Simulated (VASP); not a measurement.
# N (Fm-3m) in VASP: notebook

Runs on N. Level: PBE. Tasks: single point.

Everything below comes from runs of VASP 6.6.1. Logs are shortened: lines on timing, memory, paths and dates and some standing lists are left out, and cuts for length are marked.

**1. The cell of the first run**

It takes space group Fm-3m (No. 225, cubic). The conventional cell has a = 3.101 Å, b = 3.101 Å, c = 3.101 Å, α = 90.00°, β = 90.00°, γ = 90.00°. N (site symmetry m-3m) has 12 N at 2.19 Å within 2.9 Å.

**2. Single point, PBE**

The input, INCAR:

```
PREC = Accurate
ENCUT = 520
EDIFF = 1E-6
ISMEAR = -1
SIGMA = 0.06122561905347299
LREAL = False
LASPH = True
NELM = 60
ALGO = Normal
ISIF = 2
LWAVE = False
LCHARG = True
GGA = PE
LELF = True
LVHAR = True
NBANDS = 8
```

The input, KPOINTS:

```
Automatic mesh
0
Gamma
  60 60 60
```

The input, POSCAR:

```
N
1.0
    0.0000000000      1.5504095068      1.5504095068
    1.5504095068      0.0000000000      1.5504095068
    1.5504095068      1.5504095068      0.0000000000
N
1
Direct
    0.0000000000      0.0000000000      0.0000000000
```

Potentials or basis: VASP PAW PBE potentials, release 64 (N).

Run with:

```sh
> cat potpaw_PBE.64/N/POTCAR > POTCAR
> mpirun -np 1 vasp_std > vasp.out
```

OUTCAR:

```text
PREC = Accurate
   ENCUT = 520
   EDIFF = 1E-6
   ISMEAR = -1
   LREAL = False
   LASPH = True
   NELM = 60
   ISIF = 2
   GGA = PE

 ion  position               nearest neighbor table
   1  0.000  0.000  0.000-

  LATTYP: Found a face centered cubic cell.
 ALAT       =     3.1008190136

  Lattice vectors:

 A1 = (   0.0000000000,   1.5504095068,   1.5504095068)
 A2 = (   1.5504095068,   0.0000000000,   1.5504095068)
 A3 = (   1.5504095068,   1.5504095068,   0.0000000000)

Analysis of symmetry for initial positions (statically):
=====================================================================
 Subroutine PRICEL returns:
 Original cell was already a primitive cell.

 Routine SETGRP: Setting up the symmetry group for a
 face centered cubic supercell.

 Subroutine GETGRP returns: Found 48 space group operations
 (whereof 48 operations were pure point group operations)
 out of a pool of 48 trial point group operations.

The static configuration has the point symmetry O_h .

Analysis of symmetry for dynamics (positions and initial velocities):
=====================================================================
 Subroutine PRICEL returns:
 Original cell was already a primitive cell.

 Routine SETGRP: Setting up the symmetry group for a
 face centered cubic supercell.

 Subroutine GETGRP returns: Found 48 space group operations
 (whereof 48 operations were pure point group operations)
 out of a pool of 48 trial point group operations.

The dynamic configuration has the point symmetry O_h .

 Subroutine INISYM returns: Found 48 space group operations
 (whereof 48 operations are pure point group operations),
 and found     1 'primitive' translations

----------------------------------------------------------------------------------------

                                     Primitive cell

  volume of cell :       7.4537

  direct lattice vectors                    reciprocal lattice vectors
     0.000000000  1.550409507  1.550409507    -0.322495443  0.322495443  0.322495443
     1.550409507  0.000000000  1.550409507     0.322495443 -0.322495443  0.322495443
     1.550409507  1.550409507  0.000000000     0.322495443  0.322495443 -0.322495443

  length of vectors
     2.192610152  2.192610152  2.192610152     0.558578492  0.558578492  0.558578492

  position of ions in fractional coordinates (direct lattice)
     0.000000000  0.000000000  0.000000000

  ion indices of the primitive-cell ions
   primitive index   ion index
                 1           1

----------------------------------------------------------------------------------------

 KPOINTS: Automatic mesh

Automatic generation of k-mesh.
 Grid dimensions read from file:
 generate k-points for:   60   60   60

 Generating k-lattice:

  Cartesian coordinates                     Fractional coordinates (reciprocal lattice)
    -0.005374924  0.005374924  0.005374924     0.016666667  0.000000000  0.000000000
     0.005374924 -0.005374924  0.005374924     0.000000000  0.016666667  0.000000000
     0.005374924  0.005374924 -0.005374924     0.000000000  0.000000000  0.016666667

  Length of vectors
     0.009309642  0.009309642  0.009309642

  Shift w.r.t. Gamma in fractional coordinates (k-lattice)
     0.000000000  0.000000000  0.000000000

 Subroutine IBZKPT returns following result:
 ===========================================

 Found   5216 irreducible k-points:

 Following reciprocal coordinates:
            Coordinates               Weight
  0.000000  0.000000  0.000000      1.000000
  0.016667  0.000000  0.000000      8.000000
  0.033333  0.000000  0.000000      8.000000
  0.050000  0.000000  0.000000      8.000000
  0.066667  0.000000  0.000000      8.000000
  0.083333  0.000000  0.000000      8.000000
[... 16 lines left out ...]
  0.366667  0.000000  0.000000      8.000000
  0.383333  0.000000  0.000000      8.000000
 [... further k-points ...]
   k-points           NKPTS =   5216   k-points in BZ     NKDIM =   5216   number of bands    NBANDS=      8
   number of dos      NEDOS =    301   number of ions     NIONS =      1
   total plane-waves  NPLWV =   4096
   dimension x,y,z NGX =    16 NGY =   16 NGZ =   16
   dimension x,y,z NGXF=    32 NGYF=   32 NGZF=   32
   ions per type =               1
   NGX,Y,Z   is equivalent  to a cutoff of  12.13, 12.13, 12.13 a.u.
   NGXF,Y,Z  is equivalent  to a cutoff of  24.26, 24.26, 24.26 a.u.
 SYSTEM =  unknown system
   PREC   = accura    normal or accurate (medium, high low for compatibility)
   ISTART =      0    job   : 0-new  1-cont  2-samecut
   ICHARG =      2    charge: 1-file 2-atom 10-const
   ISPIN  =      1    spin polarized calculation?
   LNONCOLLINEAR =      F non collinear calculations
   LSORBIT =      F    spin-orbit coupling
   LASPH  =      T    aspherical Exc in radial PAW
   ENCUT  =  520.0 eV  38.22 Ry    6.18 a.u.   4.08  4.08  4.08*2*pi/ulx,y,z
   NELM   =     60;   NELMIN=  2; NELMDL= -5     # of ELM steps
   EDIFF  = 0.1E-05   stopping-criterion for ELM
   LREAL  =      F    real-space projection
   EDIFFG = 0.1E-04   stopping-criterion for IOM
   NSW    =      0    number of steps for IOM
   IBRION =     -1    ionic relax: 0-MD 1-quasi-New 2-CG
   NFREE  =      0    steps in history (QN), initial steepest desc. (CG)
   ISIF   =      2    stress and relaxation
   ISYM   =      2    0-nonsym 1-usesym 2-fastsym
   POTIM  = 0.5000    time-step for ionic-motion
   TEBEG  =    0.0;   TEEND  =   0.0 temperature during run
   PSTRESS=    0.0 pullay stress
   NELECT =       5.0000    total number of electrons
   NUPDOWN=      -1.0000    fix difference up-down
   EMIN   =  10.00;   EMAX   =-10.00  energy-range for DOS
   EFERMI =   0.00;   METHOD = LEGACY
   ISMEAR =    -1;   SIGMA  =   0.06  broadening in eV -4-tet -1-fermi 0-gaus
   EFERMI_NEDOS =   21; number of points for ismear=-14 and -15
   IALGO  =     38    algorithm
   IMIX   =      4    mixing-type and parameters
     AMIX     =   0.40;   BMIX     =  1.00
     AMIX_MAG =   1.60;   BMIX_MAG =  1.00
  volume/ion in A,a.u.               =       7.45        50.30
  Fermi-wavevector in a.u.,A,eV,Ry     =   1.433095  2.708157 27.943131  2.053762
  Thomas-Fermi vector in A             =   2.552651
   LORBIT       =      0    0 simple, 1 ext, 2 COOP (PROOUT), +10 PAW based schemes
[... 37 lines left out ...]
  band No.  band energies     occupation
      1     -14.6610      2.00000
      2       9.6367      0.00000
      3       9.6604      0.00000
      4       9.6604      0.00000
      5      29.3316      0.00000
      6      37.4913      0.00000
      7      37.6518      0.00000
      8      37.6518      0.00000

 k-point     3 :       0.0333    0.0000    0.0000
  band No.  band energies     occupation
      1     -14.6303      2.00000
      2       9.5544      0.00000
      3       9.6493      0.00000
      4       9.6493      0.00000
      5      29.3593      0.00000
      6      37.1053      0.00000
      7      37.6918      0.00000
      8      37.6918      0.00000

 k-point     4 :       0.0500    0.0000    0.0000
  band No.  band energies     occupation
      1     -14.5791      2.00000
      2       9.4181      0.00000
      3       9.6309      0.00000
      4       9.6309      0.00000
      5      29.4045      0.00000
      6      36.5824      0.00000
      7      37.7562      0.00000
      8      37.7562      0.00000

 k-point     5 :       0.0667    0.0000    0.0000
  band No.  band energies     occupation
      1     -14.5076      2.00000
      2       9.2293      0.00000
      3       9.6055      0.00000
      4       9.6055      0.00000
      5      29.4654      0.00000
      6      36.0001      0.00000
      7      37.8415      0.00000
      8      37.8415      0.00000

 k-point     6 :       0.0833    0.0000    0.0000
  band No.  band energies     occupation
      1     -14.4157      2.00000
      2       8.9900      0.00000
      3       9.5736      0.00000
      4       9.5736      0.00000
      5      29.5398      0.00000
      6      35.4042      0.00000
      7      37.9425      0.00000
      8      37.9425      0.00000

 k-point     7 :       0.1000    0.0000    0.0000
  band No.  band energies     occupation
      1     -14.3039      2.00000
      2       8.7018      0.00000
      3       9.5354      0.00000
      4       9.5354      0.00000
      5      29.6242      0.00000
      6      34.8203      0.00000
      7      38.0519      0.00000
      8      38.0519      0.00000

 k-point     8 :       0.1167    0.0000    0.0000
  band No.  band energies     occupation
      1     -14.1718      2.00000
      2       8.3685      0.00000
      3       9.4919      0.00000
      4       9.4919      0.00000
      5      29.7144      0.00000
      6      34.2644      0.00000
      7      38.1600      0.00000
      8      38.1600      0.00000

 k-point     9 :       0.1333    0.0000    0.0000
  band No.  band energies     occupation
      1     -14.0201      2.00000
      2       7.9926      0.00000
      3       9.4433      0.00000
      4       9.4433      0.00000
      5      29.8046      0.00000
      6      33.7477      0.00000
      7      38.2549      0.00000
      8      38.2549      0.00000

 k-point    10 :       0.1500    0.0000    0.0000
  band No.  band energies     occupation
      1     -13.8485      2.00000
      2       7.5776      0.00000
      3       9.3906      0.00000
      4       9.3906      0.00000
      5      29.8870      0.00000
      6      33.2798      0.00000
      7      38.3228      0.00000
      8      38.3228      0.00000
[... 78 lines left out ...]
 k-point    18 :       0.2833    0.0000    0.0000
  band No.  band energies     occupation
      1     -11.8033      2.00000
      2       3.3030      2.00000
      3       8.9066      0.00000
      4       8.9066      0.00000
      5      29.2472      0.00000
      6      32.0856      0.00000
      7      37.2005      0.00000
      8      37.2005      0.00000

 k-point    19 :       0.3000    0.0000    0.0000
  band No.  band energies     occupation
      1     -11.4719      2.00000
      2       2.7062      2.00000
      3       8.8487      0.00000
      4       8.8487      0.00000
      5      29.0606      0.00000
      6      32.1500      0.00000
      7      36.9417      0.00000
      8      36.9417      0.00000

 k-point    20 :       0.3167    0.0000    0.0000
  band No.  band energies     occupation
      1     -11.1268      2.00000
      2       2.1082      2.00000
      3       8.7936      0.00000
      4       8.7936      0.00000
      5      28.8838      0.00000
      6      32.2177      0.00000
      7      36.6873      0.00000
      8      36.6873      0.00000

 k-point    21 :       0.3333    0.0000    0.0000
  band No.  band energies     occupation
      1     -10.7698      2.00000
      2       1.5129      2.00000
      3       8.7416      0.00000
      4       8.7416      0.00000
      5      28.7204      0.00000
      6      32.2832      0.00000
      7      36.4431      0.00000
      8      36.4431      0.00000

 k-point    22 :       0.3500    0.0000    0.0000
  band No.  band energies     occupation
      1     -10.4030      2.00000
      2       0.9246      2.00000
      3       8.6932      0.00000
      4       8.6932      0.00000
      5      28.5722      0.00000
      6      32.3427      0.00000
      7      36.2135      0.00000
      8      36.2135      0.00000

 k-point    23 :       0.3667    0.0000    0.0000
  band No.  band energies     occupation
      1     -10.0295      2.00000
      2       0.3480      2.00000
      3       8.6487      0.00000
      4       8.6487      0.00000
      5      28.4400      0.00000
      6      32.3943      0.00000
      7      36.0016      0.00000
      8      36.0016      0.00000

 k-point    24 :       0.3833    0.0000    0.0000
  band No.  band energies     occupation
      1      -9.6531      2.00000
      2      -0.2112      2.00000
      3       8.6087      0.00000
      4       8.6087      0.00000
      5      28.3243      0.00000
      6      32.4375      0.00000
      7      35.8103      0.00000
      8      35.8103      0.00000

 [... further k-points ...]

------------------------ aborting loop because EDIFF is reached ----------------------------------------

  FORCE on cell =-STRESS in cart. coord.  units (eV):
  Direction    XX          YY          ZZ          XY          YZ          ZX
  --------------------------------------------------------------------------------------
  -------------------------------------------------------------------------------------
  Total        0.1588754      0.1588754      0.1588754     -0.0000000      0.0000000     -0.0000000
  in kB       34.1505695     34.1505695     34.1505695     -0.0000000      0.0000000     -0.0000000
  external PRESSURE =      34.1505695 kB  Pullay stress =       0.0000000 kB

 VOLUME and BASIS-vectors are now :
 -----------------------------------------------------------------------------
  energy-cutoff  :      520.00
  volume of cell :        7.45
      direct lattice vectors                 reciprocal lattice vectors
     0.000000000  1.550409507  1.550409507    -0.322495443  0.322495443  0.322495443
     1.550409507  0.000000000  1.550409507     0.322495443 -0.322495443  0.322495443
     1.550409507  1.550409507  0.000000000     0.322495443  0.322495443 -0.322495443

 POSITION                                       TOTAL-FORCE (eV/Angst)
 -----------------------------------------------------------------------------------
      0.00000      0.00000      0.00000         0.000000      0.000000      0.000000
 -----------------------------------------------------------------------------------
    total drift:                                0.000000      0.000000      0.000000

  FREE ENERGIE OF THE ION-ELECTRON SYSTEM (eV)
  ---------------------------------------------------
  free  energy   TOTEN  =        -3.8414349566 eV

  energy  without entropy=       -3.8329531995  energy(sigma->0) =       -3.83719408
```

Run time: 1.8 min. Hardware: 1 thread of Intel Xeon 8259CL, shared host; peak memory 0.35 GiB.

What came out:

* Free energy: -3.8414 eV
* Pressure: 3.4 GPa
* Band gap on the k mesh: zero (an odd number of electrons rules out a gap without spin polarisation)

Caveat: the cell stands under pressure.

**3. Single point, PBE**

This run uses another cell than the first one, of 7.61 Å³/atom.

The input, INCAR:

```
PREC = Accurate
ENCUT = 520
EDIFF = 1E-6
ISMEAR = -1
SIGMA = 0.06122561905347299
LREAL = F
LASPH = T
NELM = 80
ALGO = Normal
ISIF = 2
LWAVE = F
LCHARG = F
GGA = PE
NBANDS = 8
```

KPOINTS is that of step 2.

The input, POSCAR:

```
N
1.0
    0.0000000000      1.5608855645      1.5608855645
    1.5608855645      0.0000000000      1.5608855645
    1.5608855645      1.5608855645      0.0000000000
N
1
Direct
    0.0000000000      0.0000000000      0.0000000000
```

Potentials or basis: VASP PAW PBE potentials, release 64 (N).

Run with:

```sh
> cat potpaw_PBE.64/N/POTCAR > POTCAR
> mpirun -np 1 vasp_std > vasp.out
```

Run time: 87 s. Hardware: 1 thread of Intel Xeon 8259CL, shared host; peak memory 0.35 GiB.

Results (log left out):

| Quantity | Value |
| --- | --- |
| Free energy | -3.8432 eV |
| Pressure | -0.3 GPa |
| Band gap on the k mesh | zero (an odd number of electrons rules out a gap without spin polarisation) |

Levels at points of the mesh, in eV from the Fermi level:
| k point | band 1 | band 2 | band 3 | band 4 | band 5 | band 6 | band 7 |
| --- | --- | --- | --- | --- | --- | --- | --- |
| (0.00, 0.00, 0.00) | -20.00 | 3.98 | 3.98 | 3.98 | 23.25 | 31.80 | 31.80 |
| (0.50, 0.00, 0.00) | -13.33 | -8.06 | 2.82 | 2.82 | 22.09 | 26.62 | 29.36 |
| (0.50, 0.50, 0.00) | -10.85 | -6.62 | 0.13 | 0.13 | 15.07 | 18.66 | 32.22 |

**4. Single point, PBE**

This run uses another cell than the first one, of 7.76 Å³/atom.

The input, INCAR:

```
ALGO = Normal
EDIFF = 1E-7
ENCUT = 520
GGA = PE
ISIF = 2
ISMEAR = -1
LASPH = T
LCHARG = F
LREAL = F
LWAVE = F
NBANDS = 8
NELM = 80
PREC = Accurate
SIGMA = 0.06122561905347299
```

The input, KPOINTS:

```
k-points
0
Gamma
  60 60 60
```

The input, POSCAR:

```
N
1.0
    0.0000000000      1.5712228562      1.5712228562
    1.5712228562      0.0000000000      1.5712228562
    1.5712228562      1.5712228562      0.0000000000
N
1
Direct
    0.0000000000      0.0000000000      0.0000000000
```

Run with:

```sh
> cat potpaw_PBE.64/N/POTCAR > POTCAR
> mpirun -np 1 vasp_std > vasp.out
```

Wall time 4.3 min (1 thread of Intel Xeon 8259CL, shared host); peak memory 0.37 GiB.

The run converged. Its results:

```
Free energy            : -3.8415 eV
Pressure               : -3.7 GPa
Band gap on the k mesh : zero (an odd number of electrons rules out a gap without spin polarisation)
```

Levels at points of the mesh, in eV from the Fermi level:
| k point | band 1 | band 2 | band 3 | band 4 | band 5 |
| --- | --- | --- | --- | --- | --- |
| (0.00, 0.00, 0.00) | -19.76 | 3.88 | 3.88 | 3.88 | 22.77 |
| (0.50, 0.00, 0.00) | -13.27 | -7.87 | 2.75 | 2.75 | 21.82 |
| (0.50, 0.50, 0.00) | -10.87 | -6.47 | 0.13 | 0.13 | 14.99 |

Caveat: the cell stands under tension.

**5. Single point, PBE**

This run uses another cell than the first one, of 7.91 Å³/atom.

The input, INCAR:

```
PREC = Accurate ; ENCUT = 520
EDIFF = 1E-6 ; ISMEAR = -1
SIGMA = 0.06122561905347299 ; LREAL = False
LASPH = True ; NELM = 60
ALGO = Normal ; ISIF = 2
LWAVE = False ; LCHARG = False
GGA = PE ; NBANDS = 8
```

The input, KPOINTS:

```
regular mesh
0
Gamma
  60 60 60
```

The input, POSCAR:

```
N
1.0
    0.0000000000      1.5814258879      1.5814258879
    1.5814258879      0.0000000000      1.5814258879
    1.5814258879      1.5814258879      0.0000000000
N
1
Direct
    0.0000000000      0.0000000000      0.0000000000
```

Run with:

```sh
> cat potpaw_PBE.64/N/POTCAR > POTCAR
> mpirun -np 1 vasp_std > vasp.out
```

It took 4.2 min on 1 thread of Intel Xeon 8259CL, shared host; peak memory 0.37 GiB.

Results (log left out):

- Free energy: -3.8367 eV
- Pressure: -6.8 GPa
- Band gap on the k mesh: zero (an odd number of electrons rules out a gap without spin polarisation)

Levels at points of the mesh, in eV from the Fermi level:
```tsv
k point	band 1	band 2	band 3	band 4	band 5	band 6	band 7
(0.00, 0.00, 0.00)	-19.53	3.78	3.78	3.78	22.32	31.32	31.32
(0.50, 0.00, 0.00)	-13.21	-7.69	2.68	2.68	21.56	25.96	28.94
(0.50, 0.50, 0.00)	-10.89	-6.32	0.13	0.13	14.92	18.53	31.31
```

Caveat: the cell stands under tension.

**6. Single point, PBE**

This run uses another cell than the first one, of 8.06 Å³/atom.

The input, INCAR:

```
SYSTEM = N
PREC = Accurate
ENCUT = 520
EDIFF = 1E-7
ISMEAR = -1
SIGMA = 0.06122561905347299
LREAL = .False.
LASPH = .True.
NELM = 80
ALGO = Normal
ISIF = 2
LWAVE = .False.
LCHARG = .False.
GGA = PE
NBANDS = 8
```

The input, KPOINTS:

```
regular mesh
0
Gamma
  60 60 60
  0 0 0
```

The input, POSCAR:

```
N
1.0
    0.0000000000      1.5914989359      1.5914989359
    1.5914989359      0.0000000000      1.5914989359
    1.5914989359      1.5914989359      0.0000000000
N
1
Direct
    0.0000000000      0.0000000000      0.0000000000
```

Potentials or basis: VASP PAW PBE potentials, release 64 (N).

Run with:

```sh
> cat potpaw_PBE.64/N/POTCAR > POTCAR
> mpirun -np 1 vasp_std > vasp.out
```

It took 4.6 min on 1 thread of Intel Xeon 8259CL, shared host; peak memory 0.38 GiB.

It converged, with:

| Property | Result |
| --- | --- |
| Free energy | -3.8292 eV |
| Pressure | -9.5 GPa |
| Band gap on the k mesh | zero (an odd number of electrons rules out a gap without spin polarisation) |

Levels at points of the mesh, in eV from the Fermi level:
```
           k point  band 1  band 2  band 3  band 4  band 5  band 6  band 7
(0.00, 0.00, 0.00)  -19.30    3.69    3.69    3.69   21.88   31.08   31.08
(0.50, 0.00, 0.00)  -13.16   -7.52    2.61    2.61   21.31   25.65   28.74
(0.50, 0.50, 0.00)  -10.91   -6.17    0.13    0.13   14.85   18.46   30.88
```

Caveat: the cell stands under tension.

**7. The runs side by side**

| cell | gap on the mesh (eV) | pressure (GPa) |
| --- | --- | --- |
| a = 2.193 Å, angles 60.0°, 1 atom | none | 3.4 |
| a = 2.207 Å, angles 60.0°, 1 atom | none | -0.3 |
| a = 2.222 Å, angles 60.0°, 1 atom | none | -3.7 |
| a = 2.236 Å, angles 60.0°, 1 atom | none | -6.8 |
| a = 2.251 Å, angles 60.0°, 1 atom | none | -9.5 |

Alike in all rows: task single point; level PBE; potentials or basis VASP PAW PBE potentials, release 64 (N); no spin polarisation; k mesh 60 × 60 × 60; cutoff (eV) 520; smearing fermi-dirac 0.0612256 eV.

Caveats: the cell stands under tension (at least some runs); the cell stands under pressure (at least some runs).

Absolute energies hang on the potentials; compare differences alone.
